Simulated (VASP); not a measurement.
# Pt (Cmcm) in VASP: notebook

Pt is run at these levels: LDA; tasks: single point.

Program: VASP 6.6.1. These are calculated values, not measurements. Logs are shortened: lines on timing, memory, paths and dates and some standing lists are left out, and cuts for length are marked.

### Step 1. The cell of the first run

Symmetry: Cmcm, No. 63, orthorhombic system. The conventional cell has a = 2.650 Å, b = 4.973 Å, c = 4.792 Å, α = 90.00°, β = 90.00°, γ = 90.00°. Pt (site symmetry m2m) has 12 Pt at 2.65 to 2.91 Å within 3.5 Å.

### Step 2. Single point, LDA (strain -0.0400 x Voigt [1, -1, 0, 0, 0, 0])

The input, INCAR:

```
PREC = Accurate ; ENCUT = 520
EDIFF = 1E-6 ; ISMEAR = 0
SIGMA = 0.15 ; LREAL = False
LASPH = True ; NELM = 100
ALGO = Fast ; ISIF = 2
LWAVE = False ; LCHARG = False
NBANDS = 17
```

The input, KPOINTS:

```
Automatic mesh
0
Gamma
  21 21 10
```

The input, POSCAR:

```
Pt
1.0
    2.6502389911      0.0000000000      0.0000000000
   -1.3251194956      2.4864388168      0.0000000000
    0.0000000000      0.0000000000      4.7921340000
Pt
2
Direct
    0.6666666667      0.3333333333      0.7500000000
    0.3333333333      0.6666666667      0.2500000000
```

Potentials or basis: VASP PAW LDA potentials, release 64 (Pt).

The run is started by

```
cat potpaw_LDA.64/Pt/POTCAR > POTCAR
mpirun -np 1 vasp_std > vasp.out
```

OUTCAR:

```text
PREC = Accurate
   ENCUT = 520
   EDIFF = 1E-6
   ISMEAR = 0
   LREAL = False
   LASPH = True
   NELM = 100
   ISIF = 2

 ion  position               nearest neighbor table
   1  0.667  0.333  0.750-   2 2.86   2 2.86   2 2.86   2 2.86   2 2.91   2 2.91
   2  0.333  0.667  0.250-   1 2.86   1 2.86   1 2.86   1 2.86   1 2.91   1 2.91

  LATTYP: Found a base centered orthorhombic cell.
 ALAT       =     2.6502389911
 B/A-ratio  =     1.8763883749
 C/A-ratio  =     1.8081893807

  Lattice vectors:

 A1 = (   1.3251194956,  -2.4864388168,   0.0000000000)
 A2 = (   1.3251194955,   2.4864388168,   0.0000000000)
 A3 = (   0.0000000000,   0.0000000000,   4.7921340000)

Analysis of symmetry for initial positions (statically):
=====================================================================
 Subroutine PRICEL returns:
 Original cell was already a primitive cell.

 Routine SETGRP: Setting up the symmetry group for a
 base centered orthorhombic supercell.

 Subroutine GETGRP returns: Found  8 space group operations
 (whereof  4 operations were pure point group operations)
 out of a pool of  8 trial point group operations.

The static configuration has the point symmetry C_2h.
 The point group associated with its full space group is D_2h.

Analysis of symmetry for dynamics (positions and initial velocities):
=====================================================================
 Subroutine PRICEL returns:
 Original cell was already a primitive cell.

 Routine SETGRP: Setting up the symmetry group for a
 base centered orthorhombic supercell.

 Subroutine GETGRP returns: Found  8 space group operations
 (whereof  4 operations were pure point group operations)
 out of a pool of  8 trial point group operations.

The dynamic configuration has the point symmetry C_2h.
 The point group associated with its full space group is D_2h.

 Subroutine INISYM returns: Found  8 space group operations
 (whereof  4 operations are pure point group operations),
 and found     1 'primitive' translations

----------------------------------------------------------------------------------------

                                     Primitive cell

  volume of cell :      31.5785

  direct lattice vectors                    reciprocal lattice vectors
     2.650238991  0.000000000  0.000000000     0.377324461  0.201090812  0.000000000
    -1.325119496  2.486438817  0.000000000     0.000000000  0.402181623  0.000000000
     0.000000000  0.000000000  4.792134000     0.000000000  0.000000000  0.208675300

  length of vectors
     2.650238991  2.817502381  4.792134000     0.427564339  0.402181623  0.208675300

  position of ions in fractional coordinates (direct lattice)
     0.666666667  0.333333333  0.750000000
     0.333333333  0.666666667  0.250000000

  ion indices of the primitive-cell ions
   primitive index   ion index
                 1           1
                 2           2

----------------------------------------------------------------------------------------

 KPOINTS: Automatic mesh

Automatic generation of k-mesh.
 Grid dimensions read from file:
 generate k-points for:   21   21   10

 Generating k-lattice:

  Cartesian coordinates                     Fractional coordinates (reciprocal lattice)
     0.017967831  0.009575753  0.000000000     0.047619048  0.000000000  0.000000000
     0.000000000  0.019151506  0.000000000     0.000000000  0.047619048  0.000000000
     0.000000000  0.000000000  0.020867530     0.000000000  0.000000000  0.100000000

  Length of vectors
     0.020360207  0.019151506  0.020867530

  Shift w.r.t. Gamma in fractional coordinates (k-lattice)
     0.000000000  0.000000000  0.000000000

 Subroutine IBZKPT returns following result:
 ===========================================

 Found    726 irreducible k-points:

 Following reciprocal coordinates:
            Coordinates               Weight
  0.000000  0.000000  0.000000      1.000000
  0.047619  0.000000  0.000000      4.000000
  0.095238 -0.000000  0.000000      4.000000
  0.142857  0.000000  0.000000      4.000000
  0.190476 -0.000000  0.000000      4.000000
  0.238095  0.000000  0.000000      4.000000
[... 16 lines left out ...]
 -0.476190  0.047619  0.000000      4.000000
 -0.428571  0.047619  0.000000      4.000000
 [... further k-points ...]
   k-points           NKPTS =    726   k-points in BZ     NKDIM =    726   number of bands    NBANDS=     17
   number of dos      NEDOS =    301   number of ions     NIONS =      2
   total plane-waves  NPLWV =  17280
   dimension x,y,z NGX =    20 NGY =   24 NGZ =   36
   dimension x,y,z NGXF=    40 NGYF=   48 NGZF=   72
   ions per type =               2
   NGX,Y,Z   is equivalent  to a cutoff of  12.55, 14.16, 12.49 a.u.
   NGXF,Y,Z  is equivalent  to a cutoff of  25.09, 28.32, 24.98 a.u.
 SYSTEM =  unknown system
   PREC   = accura    normal or accurate (medium, high low for compatibility)
   ISTART =      0    job   : 0-new  1-cont  2-samecut
   ICHARG =      2    charge: 1-file 2-atom 10-const
   ISPIN  =      1    spin polarized calculation?
   LNONCOLLINEAR =      F non collinear calculations
   LSORBIT =      F    spin-orbit coupling
   LASPH  =      T    aspherical Exc in radial PAW
   ENCUT  =  520.0 eV  38.22 Ry    6.18 a.u.   4.93  5.24  8.91*2*pi/ulx,y,z
   NELM   =    100;   NELMIN=  2; NELMDL= -5     # of ELM steps
   EDIFF  = 0.1E-05   stopping-criterion for ELM
   LREAL  =      F    real-space projection
   EDIFFG = 0.1E-04   stopping-criterion for IOM
   NSW    =      0    number of steps for IOM
   IBRION =     -1    ionic relax: 0-MD 1-quasi-New 2-CG
   NFREE  =      0    steps in history (QN), initial steepest desc. (CG)
   ISIF   =      2    stress and relaxation
   ISYM   =      2    0-nonsym 1-usesym 2-fastsym
   POTIM  = 0.5000    time-step for ionic-motion
   TEBEG  =    0.0;   TEEND  =   0.0 temperature during run
   PSTRESS=    0.0 pullay stress
   NELECT =      20.0000    total number of electrons
   NUPDOWN=      -1.0000    fix difference up-down
   EMIN   =  10.00;   EMAX   =-10.00  energy-range for DOS
   EFERMI =   0.00;   METHOD = LEGACY
   ISMEAR =     0;   SIGMA  =   0.15  broadening in eV -4-tet -1-fermi 0-gaus
   EFERMI_NEDOS =   21; number of points for ismear=-14 and -15
   IALGO  =     68    algorithm
   IMIX   =      4    mixing-type and parameters
     AMIX     =   0.40;   BMIX     =  1.00
     AMIX_MAG =   1.60;   BMIX_MAG =  1.00
  volume/ion in A,a.u.               =      15.79       106.55
  Fermi-wavevector in a.u.,A,eV,Ry     =   1.405899  2.656765 26.892637  1.976553
  Thomas-Fermi vector in A             =   2.528314
   LORBIT       =      0    0 simple, 1 ext, 2 COOP (PROOUT), +10 PAW based schemes
   GGA     = CA    functional components
   LHFCALC =     F    Hartree Fock is set to
   AEXX    =    0.0000 exact exchange contribution
   IVDW    =     0    specifies the selected vdW correction
   LEPSILON=     F    determine dielectric tensor
   LRPA    =     F    only Hartree local field effects (RPA)
 non-spin polarized calculation
 RMM-DIIS sequential band-by-band and
 Gauss-broadening in eV      SIGMA  =   0.15
  energy-cutoff  :      520.00
  volume of cell :       31.58
 maximum number of plane-waves:       862
   NGX =  9   NGY = 11   NGZ = 17

 number of electron      20.0000003 magnetization

 Free energy of the ion-electron system (eV)
  ---------------------------------------------------
  ext. energy  EPLUGINS =         0.00000000
  ---------------------------------------------------
  free energy    TOTEN  =       -14.74222385 eV

  energy without entropy =      -14.69814032  energy(sigma->0) =      -14.72018209

 E-fermi :  10.2295     XC(G=0): -13.4134

 val. band max:       10.2293383205   @ k =   0.1429   0.2857   0.5000
 cond. band min:      10.2298273176   @ k =   0.0000   0.0952   0.0000
 fundamental gap:      0.0004889970
 Fermi energy:        10.2294584978

 k-point     1 :       0.0000    0.0000    0.0000
  band No.  band energies     occupation
      1       0.5194      2.00000
      2       3.1350      2.00000
      3       6.1309      2.00000
      4       6.1486      2.00000
      5       6.6258      2.00000
      6       7.5282      2.00000
[... 9 lines left out ...]
     16      27.4612      0.00000
     17      30.5317      0.00000

 k-point     2 :       0.0476    0.0000    0.0000
  band No.  band energies     occupation
      1       0.6072      2.00000
      2       3.2198      2.00000
      3       6.1233      2.00000
      4       6.2435      2.00000
      5       6.6593      2.00000
      6       7.4988      2.00000
[... 9 lines left out ...]
     16      27.6045      0.00000
     17      30.1386      0.00000

 k-point     3 :       0.0952   -0.0000    0.0000
  band No.  band energies     occupation
      1       0.8658      2.00000
      2       3.4649      2.00000
      3       6.1460      2.00000
      4       6.4524      2.00000
      5       6.7449      2.00000
      6       7.4450      2.00000
[... 9 lines left out ...]
     16      27.8957      0.00000
     17      29.2842      0.00000

 k-point     4 :       0.1429    0.0000    0.0000
  band No.  band energies     occupation
      1       1.2800      2.00000
      2       3.8361      2.00000
      3       6.1292      2.00000
      4       6.7684      2.00000
      5       6.8122      2.00000
      6       7.2420      2.00000
[... 9 lines left out ...]
     16      27.3632      0.00000
     17      28.7491      0.00000
[... 343 lines left out ...]
      1       3.9498      2.00000
      2       4.0399      2.00000
      3       4.5211      2.00000
      4       6.5763      2.00000
      5       7.1801      2.00000
      6       7.5287      2.00000
[... 9 lines left out ...]
     16      21.6036      0.00000
     17      23.7074      0.00000

 k-point    23 :      -0.4762    0.0476    0.0000
  band No.  band energies     occupation
      1       3.9711      2.00000
      2       4.0536      2.00000
      3       4.5593      2.00000
      4       6.5594      2.00000
      5       7.2535      2.00000
      6       7.3187      2.00000
[... 9 lines left out ...]
     16      21.7971      0.00000
     17      23.8193      0.00000

 k-point    24 :      -0.4286    0.0476    0.0000
  band No.  band energies     occupation
      1       3.9394      2.00000
      2       4.1490      2.00000
      3       4.6978      2.00000
      4       6.6160      2.00000
      5       6.9302      2.00000
      6       7.3652      2.00000
[... 9 lines left out ...]
     16      22.9849      0.00000
     17      24.1802      0.00000

 [... further k-points ...]

------------------------ aborting loop because EDIFF is reached ----------------------------------------

  FORCE on cell =-STRESS in cart. coord.  units (eV):
  Direction    XX          YY          ZZ          XY          YZ          ZX
  --------------------------------------------------------------------------------------
  -------------------------------------------------------------------------------------
  Total       -0.5707748     -4.2153012     -3.0973535      0.0000000     -0.0000000      0.0000000
  in kB      -28.9590042   -213.8687939   -157.1482627      0.0000000     -0.0000000      0.0000000
  external PRESSURE =    -133.3253536 kB  Pullay stress =       0.0000000 kB

 VOLUME and BASIS-vectors are now :
 -----------------------------------------------------------------------------
  energy-cutoff  :      520.00
  volume of cell :       31.58
      direct lattice vectors                 reciprocal lattice vectors
     2.650238991  0.000000000  0.000000000     0.377324461  0.201090812  0.000000000
    -1.325119496  2.486438817  0.000000000     0.000000000  0.402181623  0.000000000
     0.000000000  0.000000000  4.792134000     0.000000000  0.000000000  0.208675300

 POSITION                                       TOTAL-FORCE (eV/Angst)
 -----------------------------------------------------------------------------------
      1.32512      0.82881      3.59410        -0.000000      0.003136      0.000000
     -0.00000      1.65763      1.19803         0.000000     -0.003136      0.000000
 -----------------------------------------------------------------------------------
    total drift:                               -0.000000      0.000000     -0.000000

  FREE ENERGIE OF THE ION-ELECTRON SYSTEM (eV)
  ---------------------------------------------------
  free  energy   TOTEN  =       -14.7422238521 eV

  energy  without entropy=      -14.6981403229  energy(sigma->0) =      -14.72018209
```

Wall time 2.9 min (1 thread of AMD EPYC 9R45 (Zen 5), shared host); peak memory 0.36 GiB.

What came out:

- Free energy: -14.7422 eV
- Pressure: -13.3 GPa
- Largest force: 0.003 eV/Å
- Band gap on the k mesh: zero (bands 10 and 11 overlap by 1.24 eV)

Forces on the atoms (eV/Å):
```
Pt   0.000  0.003  0.000
Pt   0.000 -0.003  0.000
```

Stress tensor (GPa, compression positive):
```
 -2.90   0.00   0.00
  0.00 -21.39   0.00
  0.00   0.00 -15.71
```

Levels at points of the mesh, in eV from the Fermi level:
| k point | band 6 | band 7 | band 8 | band 9 | band 10 | band 11 | band 12 | band 13 | band 14 | band 15 |
| --- | --- | --- | --- | --- | --- | --- | --- | --- | --- | --- |
| (0.00, 0.00, 0.00) | -2.70 | -2.38 | -1.95 | -1.60 | -0.72 | -0.34 | -0.05 | 4.65 | 15.00 | 15.67 |
| (0.00, 0.00, 0.50) | -3.93 | -2.75 | -2.75 | -0.93 | -0.93 | -0.59 | -0.59 | 11.90 | 11.90 | 15.41 |

Caveat: the cell differs from its parent crystal (strain -0.0400 x Voigt [1, -1, 0, 0, 0, 0]); the stress differs along the axes, from -21 to -3 GPa; spin-orbit coupling is left out, which moves the levels of the heavy elements.

[end of part 1 of 2]
